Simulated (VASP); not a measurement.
# AlN (AlN (P6_3mc)) (P6_3mc) in VASP: single point with PBE

Aim: the single point of AlN (AlN (P6_3mc)) with PBE.

All numbers are computed with VASP 6.6.1; they aren't measurements. Logs are shortened: lines on timing, memory, paths and dates and some standing lists are left out, and cuts for length are marked.

## Step 1: The cell of the first run

Symmetry: P6_3mc, No. 186, hexagonal system. Conventional cell: a = 3.130 Å, b = 3.130 Å, c = 5.017 Å, α = 90.00°, β = 90.00°, γ = 120.00°. Al (site symmetry 3m) has 4 N at 1.90 to 1.91 Å within 2.5 Å. N (site symmetry 3m) has 4 Al at 1.90 to 1.91 Å within 2.5 Å.

## Step 2: Single point, PBE

INCAR reads:

```
ALGO     = Normal         # electronic algorithm
EDIFF    = 1E-6           # SCF threshold, eV
ENCUT    = 520            # plane-wave cutoff, eV
GGA      = PE             # functional
ISIF     = 2              # what is computed and relaxed
ISMEAR   = -1             # smearing method
LASPH    = True           # aspherical terms in the spheres
LCHARG   = False          # write CHGCAR
LREAL    = False          # projectors in reciprocal space
LWAVE    = False          # write WAVECAR
NBANDS   = 16             # bands
NELM     = 80             # most SCF steps
PREC     = Accurate       # precision mode
SIGMA    = 0.01           # smearing width, eV
```

KPOINTS reads:

```
k-points
0
Gamma
  10 10 6
```

POSCAR reads:

```
AlN
1.0
    3.1297569564      0.0000000289      0.0000000000
   -1.5648785032      2.7104490175      0.0000000000
    0.0000000000      0.0000000000      5.0174032965
Al N
2 2
Direct
    0.6666666669      0.3333333334      0.4992353700
    0.3333333335      0.6666666669      0.9992353700
    0.6666666669      0.3333333334      0.8807646300
    0.3333333335      0.6666666669      0.3807646300
```

Potentials or basis: VASP PAW PBE potentials, release 64 (Al, N).

Started as:

```bash
$ cat potpaw_PBE.64/Al/POTCAR potpaw_PBE.64/N/POTCAR > POTCAR
$ mpirun -np 1 vasp_std > vasp.out
```

OUTCAR:

```text
EDIFF = 1E-6
   ENCUT = 520
   GGA = PE
   ISIF = 2
   ISMEAR = -1
   LASPH = True
   LREAL = False
   NELM = 80
   PREC = Accurate

 ion  position               nearest neighbor table
   1  0.667  0.333  0.499-   4 1.90   4 1.90   4 1.90   3 1.91   2 3.09   2 3.09   2 3.09   2 3.09
                             2 3.09   2 3.09
   2  0.333  0.667  0.999-   3 1.90   3 1.90   3 1.90   4 1.91   1 3.09   1 3.09   1 3.09   1 3.09
                             1 3.09   1 3.09
   3  0.667  0.333  0.881-   2 1.90   2 1.90   2 1.90   1 1.91
   4  0.333  0.667  0.381-   1 1.90   1 1.90   1 1.90   2 1.91

  LATTYP: Found a hexagonal cell.
 ALAT       =     3.1297569564
 C/A-ratio  =     1.6031287306

  Lattice vectors:

 A1 = (   3.1297569564,   0.0000000289,   0.0000000000)
 A2 = (  -1.5648785032,   2.7104490175,   0.0000000000)
 A3 = (   0.0000000000,   0.0000000000,   5.0174032965)

Analysis of symmetry for initial positions (statically):
=====================================================================
 Subroutine PRICEL returns:
 Original cell was already a primitive cell.

 Routine SETGRP: Setting up the symmetry group for a
 hexagonal supercell.

 Subroutine GETGRP returns: Found 12 space group operations
 (whereof  6 operations were pure point group operations)
 out of a pool of 24 trial point group operations.

The static configuration has the point symmetry C_3v.
 The point group associated with its full space group is C_6v.

Analysis of symmetry for dynamics (positions and initial velocities):
=====================================================================
 Subroutine PRICEL returns:
 Original cell was already a primitive cell.

 Routine SETGRP: Setting up the symmetry group for a
 hexagonal supercell.

 Subroutine GETGRP returns: Found 12 space group operations
 (whereof  6 operations were pure point group operations)
 out of a pool of 24 trial point group operations.

The dynamic configuration has the point symmetry C_3v.
 The point group associated with its full space group is C_6v.

 Subroutine INISYM returns: Found 12 space group operations
 (whereof  6 operations are pure point group operations),
 and found     1 'primitive' translations

----------------------------------------------------------------------------------------

                                     Primitive cell

  volume of cell :      42.5629

  direct lattice vectors                    reciprocal lattice vectors
     3.129756956  0.000000029  0.000000000     0.319513626  0.184471282  0.000000000
    -1.564878503  2.710449017  0.000000000    -0.000000003  0.368942558  0.000000000
     0.000000000  0.000000000  5.017403297     0.000000000  0.000000000  0.199306283

  length of vectors
     3.129756956  3.129756956  5.017403297     0.368942558  0.368942558  0.199306283

  position of ions in fractional coordinates (direct lattice)
     0.666666667  0.333333333  0.499235370
     0.333333334  0.666666667  0.999235370
     0.666666667  0.333333333  0.880764630
     0.333333334  0.666666667  0.380764630

  ion indices of the primitive-cell ions
   primitive index   ion index
                 1           1
                 2           2
                 3           3
                 4           4

----------------------------------------------------------------------------------------

 KPOINTS: k-points

Automatic generation of k-mesh.
 Grid dimensions read from file:
 generate k-points for:   10   10    6

 Generating k-lattice:

  Cartesian coordinates                     Fractional coordinates (reciprocal lattice)
     0.031951363  0.018447128  0.000000000     0.100000000  0.000000000  0.000000000
    -0.000000000  0.036894256  0.000000000     0.000000000  0.100000000  0.000000000
     0.000000000  0.000000000  0.033217714     0.000000000  0.000000000  0.166666667

  Length of vectors
     0.036894256  0.036894256  0.033217714

  Shift w.r.t. Gamma in fractional coordinates (k-lattice)
     0.000000000  0.000000000  0.000000000

 Subroutine IBZKPT returns following result:
 ===========================================

 Found     56 irreducible k-points:

 Following reciprocal coordinates:
            Coordinates               Weight
  0.000000  0.000000  0.000000      1.000000
  0.100000  0.000000  0.000000      6.000000
  0.200000  0.000000  0.000000      6.000000
  0.300000  0.000000  0.000000      6.000000
  0.400000  0.000000  0.000000      6.000000
  0.500000  0.000000  0.000000      3.000000
[... 16 lines left out ...]
  0.300000  0.100000  0.166667     24.000000
  0.400000  0.100000  0.166667     24.000000
 [... further k-points ...]
   k-points           NKPTS =     56   k-points in BZ     NKDIM =     56   number of bands    NBANDS=     16
   number of dos      NEDOS =    301   number of ions     NIONS =      4
   total plane-waves  NPLWV =  23040
   dimension x,y,z NGX =    24 NGY =   24 NGZ =   40
   dimension x,y,z NGXF=    48 NGYF=   48 NGZF=   80
   ions per type =               2   2
   NGX,Y,Z   is equivalent  to a cutoff of  12.75, 12.75, 13.25 a.u.
   NGXF,Y,Z  is equivalent  to a cutoff of  25.50, 25.50, 26.51 a.u.
 SYSTEM =  unknown system
   PREC   = accura    normal or accurate (medium, high low for compatibility)
   ISTART =      0    job   : 0-new  1-cont  2-samecut
   ICHARG =      2    charge: 1-file 2-atom 10-const
   ISPIN  =      1    spin polarized calculation?
   LNONCOLLINEAR =      F non collinear calculations
   LSORBIT =      F    spin-orbit coupling
   LASPH  =      T    aspherical Exc in radial PAW
   ENCUT  =  520.0 eV  38.22 Ry    6.18 a.u.   5.82  5.82  9.33*2*pi/ulx,y,z
   NELM   =     80;   NELMIN=  2; NELMDL= -5     # of ELM steps
   EDIFF  = 0.1E-05   stopping-criterion for ELM
   LREAL  =      F    real-space projection
   EDIFFG = 0.1E-04   stopping-criterion for IOM
   NSW    =      0    number of steps for IOM
   IBRION =     -1    ionic relax: 0-MD 1-quasi-New 2-CG
   NFREE  =      0    steps in history (QN), initial steepest desc. (CG)
   ISIF   =      2    stress and relaxation
   ISYM   =      2    0-nonsym 1-usesym 2-fastsym
   POTIM  = 0.5000    time-step for ionic-motion
   TEBEG  =    0.0;   TEEND  =   0.0 temperature during run
   PSTRESS=    0.0 pullay stress
   NELECT =      16.0000    total number of electrons
   NUPDOWN=      -1.0000    fix difference up-down
   EMIN   =  10.00;   EMAX   =-10.00  energy-range for DOS
   EFERMI =   0.00;   METHOD = LEGACY
   ISMEAR =    -1;   SIGMA  =   0.01  broadening in eV -4-tet -1-fermi 0-gaus
   EFERMI_NEDOS =   21; number of points for ismear=-14 and -15
   IALGO  =     38    algorithm
   IMIX   =      4    mixing-type and parameters
     AMIX     =   0.40;   BMIX     =  1.00
     AMIX_MAG =   1.60;   BMIX_MAG =  1.00
  volume/ion in A,a.u.               =      10.64        71.81
  Fermi-wavevector in a.u.,A,eV,Ry     =   1.181511  2.232733 18.993310  1.395969
  Thomas-Fermi vector in A             =   2.317783
   LORBIT       =      0    0 simple, 1 ext, 2 COOP (PROOUT), +10 PAW based schemes
   GGA     = PE    functional components
   LHFCALC =     F    Hartree Fock is set to
   AEXX    =    0.0000 exact exchange contribution
   IVDW    =     0    specifies the selected vdW correction
   LEPSILON=     F    determine dielectric tensor
   LRPA    =     F    only Hartree local field effects (RPA)
 non-spin polarized calculation
  energy-cutoff  :      520.00
  volume of cell :       42.56
 maximum number of plane-waves:      1170
 NGX is ok and might be reduce to    24
   NGX = 11   NGY = 11   NGZ = 19

 number of electron      15.9999998 magnetization

 Free energy of the ion-electron system (eV)
  ---------------------------------------------------
  ext. energy  EPLUGINS =         0.00000000
  ---------------------------------------------------
  free energy    TOTEN  =       -29.78052112 eV

  energy without entropy =      -29.78052112  energy(sigma->0) =      -29.78052112

 E-fermi :   6.1626     XC(G=0): -10.8287

 val. band max:        5.9679175864   @ k =   0.0000   0.0000   0.0000
 cond. band min:      10.0150710050   @ k =   0.0000   0.0000   0.0000
 fundamental gap:      4.0471534186
 Fermi energy:         6.1626136795

 k-point     1 :       0.0000    0.0000    0.0000
  band No.  band energies     occupation
      1      -9.1017      2.00000
      2      -7.0179      2.00000
      3       0.0608      2.00000
      4       5.1229      2.00000
      5       5.1229      2.00000
      6       5.7654      2.00000
[... 8 lines left out ...]
     15      18.9378      0.00000
     16      18.9378      0.00000

 k-point     2 :       0.1000    0.0000    0.0000
  band No.  band energies     occupation
      1      -8.9773      2.00000
      2      -6.9478      2.00000
      3       0.2101      2.00000
      4       4.5482      2.00000
      5       4.9625      2.00000
      6       5.1956      2.00000
[... 8 lines left out ...]
     15      18.8942      0.00000
     16      19.0024      0.00000

 k-point     3 :       0.2000    0.0000    0.0000
  band No.  band energies     occupation
      1      -8.6202      2.00000
      2      -6.7654      2.00000
      3       0.6464      2.00000
      4       3.2553      2.00000
      5       4.0948      2.00000
      6       4.6130      2.00000
[... 8 lines left out ...]
     15      18.0670      0.00000
     16      18.5992      0.00000

 k-point     4 :       0.3000    0.0000    0.0000
  band No.  band energies     occupation
      1      -8.0872      2.00000
      2      -6.5592      2.00000
      3       1.3257      2.00000
      4       1.9185      2.00000
      5       2.9937      2.00000
      6       4.2560      2.00000
[... 8 lines left out ...]
     15      17.8363      0.00000
     16      19.7723      0.00000
[... 324 lines left out ...]
 k-point    22 :       0.2000    0.1000    0.1667
  band No.  band energies     occupation
      1      -8.1990      2.00000
      2      -6.7665      2.00000
      3       1.1721      2.00000
      4       2.7069      2.00000
      5       3.1584      2.00000
      6       4.3400      2.00000
[... 8 lines left out ...]
     15      18.1871      0.00000
     16      19.5286      0.00000

 k-point    23 :       0.3000    0.1000    0.1667
  band No.  band energies     occupation
      1      -7.6464      2.00000
      2      -6.5665      2.00000
      3       1.1312      2.00000
      4       1.9573      2.00000
      5       2.7062      2.00000
      6       3.8758      2.00000
[... 8 lines left out ...]
     15      18.1615      0.00000
     16      20.1966      0.00000

 k-point    24 :       0.4000    0.1000    0.1667
  band No.  band energies     occupation
      1      -7.1683      2.00000
      2      -6.5262      2.00000
      3       0.6342      2.00000
      4       1.6199      2.00000
      5       2.9481      2.00000
      6       3.7108      2.00000
[... 8 lines left out ...]
     15      18.4336      0.00000
     16      20.6668      0.00000

 [... further k-points ...]
[... 5 lines left out ...]
  --------------------------------------------------------------------------------------
  -------------------------------------------------------------------------------------
  Total       -0.0501350     -0.0501350     -0.0364522     -0.0000000      0.0000000     -0.0000000
  in kB       -1.8872111     -1.8872111     -1.3721566     -0.0000000      0.0000000     -0.0000000
  external PRESSURE =      -1.7155263 kB  Pullay stress =       0.0000000 kB

 VOLUME and BASIS-vectors are now :
 -----------------------------------------------------------------------------
  energy-cutoff  :      520.00
  volume of cell :       42.56
      direct lattice vectors                 reciprocal lattice vectors
     3.129756956  0.000000029  0.000000000     0.319513626  0.184471282  0.000000000
    -1.564878503  2.710449017  0.000000000    -0.000000003  0.368942558  0.000000000
     0.000000000  0.000000000  5.017403297     0.000000000  0.000000000  0.199306283

 POSITION                                       TOTAL-FORCE (eV/Angst)
 -----------------------------------------------------------------------------------
      1.56488      0.90348      2.50487         0.000000     -0.000000      0.000182
     -0.00000      1.80697      5.01357        -0.000000     -0.000000      0.000182
      1.56488      0.90348      4.41915        -0.000000      0.000000     -0.000182
     -0.00000      1.80697      1.91045         0.000000     -0.000000     -0.000182
 -----------------------------------------------------------------------------------
    total drift:                               -0.000000     -0.000000      0.000505

  FREE ENERGIE OF THE ION-ELECTRON SYSTEM (eV)
  ---------------------------------------------------
  free  energy   TOTEN  =       -29.7805211227 eV

  energy  without entropy=      -29.7805211227  energy(sigma->0) =      -29.78052112
```

Run time: 21 s. Hardware: 1 thread of Intel Xeon Platinum 8259CL at 2.50GHz (Skylake/Cascade Lake), shared host; peak memory 0.17 GiB.

What came out:

```yaml
Free_energy: -29.7805 eV
Pressure: -0.2 GPa
Band_gap_on_the_k_mesh: 4.05 eV, direct
```
